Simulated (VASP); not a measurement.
# TaN (CsCl type) (Pm-3m) in VASP: density of states with PBE

Aim: the density of states of TaN (CsCl type) with PBE.

All numbers are computed with VASP 6.6.1; they aren't measurements. Logs are shortened: lines on timing, memory, paths and dates and some standing lists are left out, and cuts for length are marked.

### Step 1. The cell of the first run

It takes space group Pm-3m (No. 221, cubic). Conventional cell: a = 2.750 Å, b = 2.750 Å, c = 2.750 Å, α = 90.00°, β = 90.00°, γ = 90.00°. Ta (site symmetry m-3m) has 8 N at 2.38 Å and 6 Ta at 2.75 Å within 3.1 Å. N (site symmetry m-3m) has 8 Ta at 2.38 Å and 6 N at 2.75 Å within 3.1 Å.

### Step 2. Density of states, PBE

POSCAR

```
TaN
1.0
    2.7498342164      0.0000000000      0.0000000000
    0.0000000000      2.7498342164      0.0000000000
    0.0000000000      0.0000000000      2.7498342164
Ta N
1 1
Direct
    0.0000000000      0.0000000000      0.0000000000
    0.5000000000      0.5000000000      0.5000000000
```

INCAR.step1

```
SYSTEM = TaN
PREC = Accurate
ENCUT = 520
EDIFF = 1E-7
ISMEAR = -1
SIGMA = 0.05
LREAL = .FALSE.
LASPH = .TRUE.
NELM = 60
ALGO = Normal
ISIF = 2
LWAVE = .FALSE.
LCHARG = .TRUE.
LMAXMIX = 4
GGA = PE
NBANDS = 15
```

KPOINTS.step1

```
Automatic mesh
0
G
  14 14 14
  0 0 0
```

INCAR.step2

```
SYSTEM = TaN
PREC = Accurate
ENCUT = 520
EDIFF = 1E-7
ISMEAR = -5
SIGMA = 0.05
LREAL = .FALSE.
LASPH = .TRUE.
NELM = 60
ALGO = Normal
ISIF = 2
LWAVE = .FALSE.
LCHARG = .FALSE.
LMAXMIX = 4
GGA = PE
LORBIT = 11
NBANDS = 15
NEDOS = 2001
ICHARG = 11
```

KPOINTS.step2

```
Automatic mesh
0
G
  21 21 21
  0 0 0
```

Potentials or basis: VASP PAW PBE potentials, release 64 (Ta_pv, N).

Launch:

```
cat potpaw_PBE.64/Ta_pv/POTCAR potpaw_PBE.64/N/POTCAR > POTCAR
cp INCAR.step1 INCAR
cp KPOINTS.step1 KPOINTS
mpirun -np 1 vasp_std > vasp.out
cp INCAR.step2 INCAR
cp KPOINTS.step2 KPOINTS
mpirun -np 1 vasp_std > vasp.out
```

OUTCAR:

```text
SYSTEM = TaN
   PREC = Accurate
   ENCUT = 520
   EDIFF = 1E-7
   ISMEAR = -5
   LREAL = .FALSE.
   LASPH = .TRUE.
   NELM = 60
   ISIF = 2
   GGA = PE
   LORBIT = 11
   ICHARG = 11

 ion  position               nearest neighbor table
   1  0.000  0.000  0.000-   2 2.38   2 2.38   2 2.38   2 2.38   2 2.38   2 2.38   2 2.38   2 2.38

   2  0.500  0.500  0.500-   1 2.38   1 2.38   1 2.38   1 2.38   1 2.38   1 2.38   1 2.38   1 2.38

  LATTYP: Found a simple cubic cell.
 ALAT       =     2.7498342164

  Lattice vectors:

 A1 = (   2.7498342164,   0.0000000000,   0.0000000000)
 A2 = (   0.0000000000,   2.7498342164,   0.0000000000)
 A3 = (   0.0000000000,   0.0000000000,   2.7498342164)

Analysis of symmetry for initial positions (statically):
=====================================================================
 Subroutine PRICEL returns:
 Original cell was already a primitive cell.

 Routine SETGRP: Setting up the symmetry group for a
 simple cubic supercell.

 Subroutine GETGRP returns: Found 48 space group operations
 (whereof 48 operations were pure point group operations)
 out of a pool of 48 trial point group operations.

The static configuration has the point symmetry O_h .

Analysis of symmetry for dynamics (positions and initial velocities):
=====================================================================
 Subroutine PRICEL returns:
 Original cell was already a primitive cell.

 Routine SETGRP: Setting up the symmetry group for a
 simple cubic supercell.

 Subroutine GETGRP returns: Found 48 space group operations
 (whereof 48 operations were pure point group operations)
 out of a pool of 48 trial point group operations.

The dynamic configuration has the point symmetry O_h .

 Subroutine INISYM returns: Found 48 space group operations
 (whereof 48 operations are pure point group operations),
 and found     1 'primitive' translations

----------------------------------------------------------------------------------------

                                     Primitive cell

  volume of cell :      20.7931

  direct lattice vectors                    reciprocal lattice vectors
     2.749834216  0.000000000  0.000000000     0.363658287  0.000000000  0.000000000
     0.000000000  2.749834216  0.000000000     0.000000000  0.363658287  0.000000000
     0.000000000  0.000000000  2.749834216     0.000000000  0.000000000  0.363658287

  length of vectors
     2.749834216  2.749834216  2.749834216     0.363658287  0.363658287  0.363658287

  position of ions in fractional coordinates (direct lattice)
     0.000000000  0.000000000  0.000000000
     0.500000000  0.500000000  0.500000000

  ion indices of the primitive-cell ions
   primitive index   ion index
                 1           1
                 2           2

----------------------------------------------------------------------------------------

 KPOINTS: Automatic mesh

Automatic generation of k-mesh.
 Grid dimensions read from file:
 generate k-points for:   21   21   21

 Generating k-lattice:

  Cartesian coordinates                     Fractional coordinates (reciprocal lattice)
     0.017317061  0.000000000  0.000000000     0.047619048  0.000000000  0.000000000
     0.000000000  0.017317061  0.000000000     0.000000000  0.047619048  0.000000000
     0.000000000  0.000000000  0.017317061     0.000000000  0.000000000  0.047619048

  Length of vectors
     0.017317061  0.017317061  0.017317061

  Shift w.r.t. Gamma in fractional coordinates (k-lattice)
     0.000000000  0.000000000  0.000000000

 TETIRR: Found   4601 inequivalent tetrahedra from    55566

 Subroutine IBZKPT returns following result:
 ===========================================

 Found    286 irreducible k-points:

 Following reciprocal coordinates:
            Coordinates               Weight
  0.000000  0.000000  0.000000      1.000000
  0.047619  0.000000  0.000000      6.000000
  0.095238  0.000000  0.000000      6.000000
  0.142857  0.000000  0.000000      6.000000
  0.190476  0.000000  0.000000      6.000000
  0.238095  0.000000  0.000000      6.000000
[... 16 lines left out ...]
  0.142857  0.095238  0.000000     24.000000
  0.190476  0.095238  0.000000     24.000000
 [... further k-points ...]
   k-points           NKPTS =    286   k-points in BZ     NKDIM =    286   number of bands    NBANDS=     15
   number of dos      NEDOS =   2001   number of ions     NIONS =      2
   total plane-waves  NPLWV =   8000
   dimension x,y,z NGX =    20 NGY =   20 NGZ =   20
   dimension x,y,z NGXF=    40 NGYF=   40 NGZF=   40
   ions per type =               1   1
   NGX,Y,Z   is equivalent  to a cutoff of  12.09, 12.09, 12.09 a.u.
   NGXF,Y,Z  is equivalent  to a cutoff of  24.18, 24.18, 24.18 a.u.
 SYSTEM =  TaN
   PREC   = accura    normal or accurate (medium, high low for compatibility)
   ISTART =      0    job   : 0-new  1-cont  2-samecut
   ICHARG =     11    charge: 1-file 2-atom 10-const
   ISPIN  =      1    spin polarized calculation?
   LNONCOLLINEAR =      F non collinear calculations
   LSORBIT =      F    spin-orbit coupling
   LASPH  =      T    aspherical Exc in radial PAW
   ENCUT  =  520.0 eV  38.22 Ry    6.18 a.u.   5.11  5.11  5.11*2*pi/ulx,y,z
   NELM   =     60;   NELMIN=  2; NELMDL=  0     # of ELM steps
   EDIFF  = 0.1E-06   stopping-criterion for ELM
   LREAL  =      F    real-space projection
   EDIFFG = 0.1E-05   stopping-criterion for IOM
   NSW    =      0    number of steps for IOM
   IBRION =     -1    ionic relax: 0-MD 1-quasi-New 2-CG
   NFREE  =      0    steps in history (QN), initial steepest desc. (CG)
   ISIF   =      2    stress and relaxation
   ISYM   =      2    0-nonsym 1-usesym 2-fastsym
   POTIM  = 0.5000    time-step for ionic-motion
   TEBEG  =    0.0;   TEEND  =   0.0 temperature during run
   PSTRESS=    0.0 pullay stress
   NELECT =      16.0000    total number of electrons
   NUPDOWN=      -1.0000    fix difference up-down
   EMIN   =  10.00;   EMAX   =-10.00  energy-range for DOS
   EFERMI =   0.00;   METHOD = LEGACY
   ISMEAR =    -5;   SIGMA  =   0.05  broadening in eV -4-tet -1-fermi 0-gaus
   EFERMI_NEDOS =   21; number of points for ismear=-14 and -15
   IALGO  =     38    algorithm
   IMIX   =      4    mixing-type and parameters
     AMIX     =   0.40;   BMIX     =  1.00
     AMIX_MAG =   1.60;   BMIX_MAG =  1.00
  volume/ion in A,a.u.               =      10.40        70.16
  Fermi-wavevector in a.u.,A,eV,Ry     =   1.500174  2.834918 30.620213  2.250522
  Thomas-Fermi vector in A             =   2.611709
   LORBIT       =     11    0 simple, 1 ext, 2 COOP (PROOUT), +10 PAW based schemes
   GGA     = PE    functional components
   LHFCALC =     F    Hartree Fock is set to
   AEXX    =    0.0000 exact exchange contribution
   IVDW    =     0    specifies the selected vdW correction
   LEPSILON=     F    determine dielectric tensor
   LRPA    =     F    only Hartree local field effects (RPA)
 non-spin polarized calculation
 Fermi weights with tetrahedron method with Bloechl corrections
  energy-cutoff  :      520.00
  volume of cell :       20.79
 maximum number of plane-waves:       587

 number of electron      16.0000010 magnetization

 Free energy of the ion-electron system (eV)
  ---------------------------------------------------
  ext. energy  EPLUGINS =         0.00000000
  ---------------------------------------------------
  free energy    TOTEN  =       -20.85114802 eV

  energy without entropy =      -20.85114802  energy(sigma->0) =      -20.85114802

 E-fermi :   9.1601     XC(G=0): -13.6237

 val. band max:        9.1046003863   @ k =   0.2381   0.1429   0.0000
 cond. band min:       9.1345924635   @ k =   0.2381   0.1905   0.0952
 fundamental gap:      0.0299920771
 Fermi energy:         9.1601224056

 k-point     1 :       0.0000    0.0000    0.0000
  band No.  band energies     occupation
      1     -25.9565      2.00000
      2     -25.9565      2.00000
      3     -25.9565      2.00000
      4      -8.9958      2.00000
      5       4.4882      2.00000
      6       4.4882      2.00000
      7       6.5866      2.00000
      8       6.5866      2.00000
      9       6.5866      2.00000
     10      11.4813      0.00000
     11      13.1515      0.00000
     12      13.1515      0.00000
     13      13.1515      0.00000
     14      22.0369      0.00000
     15      26.8958      0.00000

 k-point     2 :       0.0476    0.0000    0.0000
  band No.  band energies     occupation
      1     -25.9871      2.00000
      2     -25.9538      2.00000
      3     -25.9538      2.00000
      4      -8.9488      2.00000
      5       4.4288      2.00000
      6       4.5106      2.00000
      7       6.5381      2.00000
      8       6.5381      2.00000
      9       6.5709      2.00000
     10      11.6495      0.00000
     11      13.1634      0.00000
     12      13.1771      0.00000
     13      13.1772      0.00000
     14      22.0369      0.00000
     15      26.4334      0.00000

 k-point     3 :       0.0952    0.0000    0.0000
  band No.  band energies     occupation
      1     -26.0753      2.00000
      2     -25.9460      2.00000
      3     -25.9460      2.00000
      4      -8.8108      2.00000
      5       4.1797      2.00000
      6       4.5767      2.00000
      7       6.3991      2.00000
      8       6.3991      2.00000
      9       6.6551      2.00000
     10      12.0909      0.00000
     11      13.1984      0.00000
     12      13.2520      0.00000
     13      13.2521      0.00000
     14      22.0369      0.00000
     15      25.4066      0.00000
[... 343 lines left out ...]
 k-point    23 :       0.1429    0.0952    0.0000
  band No.  band energies     occupation
      1     -26.2006      2.00000
      2     -26.0489      2.00000
      3     -25.9235      2.00000
      4      -8.4293      2.00000
      5       3.7472      2.00000
      6       4.3808      2.00000
      7       5.8642      2.00000
      8       6.1021      2.00000
      9       7.5879      2.00000
     10      12.2483      0.00000
     11      12.6664      0.00000
     12      13.9308      0.00000
     13      14.1020      0.00000
     14      22.0367      0.00000
     15      24.4470      0.00000

 k-point    24 :       0.1905    0.0952    0.0000
  band No.  band energies     occupation
      1     -26.3678      2.00000
      2     -26.0325      2.00000
      3     -25.9080      2.00000
      4      -8.1574      2.00000
      5       3.0506      2.00000
      6       4.4868      2.00000
      7       5.8967      2.00000
      8       5.9157      2.00000
      9       8.0845      2.00000
     10      12.4232      0.00000
     11      12.6041      0.00000
     12      14.1057      0.00000
     13      14.5779      0.00000
     14      22.0367      0.00000
     15      23.4418      0.00000

 [... further k-points ...]
[... 5 lines left out ...]
  --------------------------------------------------------------------------------------
  -------------------------------------------------------------------------------------
  Total        0.1309836      0.1309836      0.1309836     -0.0000000      0.0000000     -0.0000000
  in kB       10.0927173     10.0927173     10.0927173     -0.0000000      0.0000000     -0.0000000
  external PRESSURE =      10.0927173 kB  Pullay stress =       0.0000000 kB

 VOLUME and BASIS-vectors are now :
 -----------------------------------------------------------------------------
  energy-cutoff  :      520.00
  volume of cell :       20.79
      direct lattice vectors                 reciprocal lattice vectors
     2.749834216  0.000000000  0.000000000     0.363658287  0.000000000  0.000000000
     0.000000000  2.749834216  0.000000000     0.000000000  0.363658287  0.000000000
     0.000000000  0.000000000  2.749834216     0.000000000  0.000000000  0.363658287

 POSITION                                       TOTAL-FORCE (eV/Angst)
 -----------------------------------------------------------------------------------
      0.00000      0.00000      0.00000         0.000000      0.000000      0.000000
      1.37492      1.37492      1.37492         0.000000      0.000000      0.000000
 -----------------------------------------------------------------------------------
    total drift:                                0.000000      0.000000      0.000000

  FREE ENERGIE OF THE ION-ELECTRON SYSTEM (eV)
  ---------------------------------------------------
  free  energy   TOTEN  =       -20.8511480186 eV

  energy  without entropy=      -20.8511480186  energy(sigma->0) =      -20.85114802

 total charge

# of ion       s       p       d       tot
------------------------------------------
    1        0.302   6.190   2.514   9.006
    2        1.229   2.442   0.000   3.671
--------------------------------------------------
tot          1.531   8.632   2.514  12.676
```

Run time: 36 s. Hardware: 1 thread of Intel Xeon Platinum 8559C (Emerald Rapids), shared host; peak memory 0.2 GiB.

What came out:

| Item | Value |
| --- | --- |
| Valence electrons inside the program's atomic spheres | Ta 9.01; N 3.67 |

Caveat: spin-orbit coupling is left out, which moves the levels of the heavy elements; tetrahedron occupations give inexact forces and stress in metals.
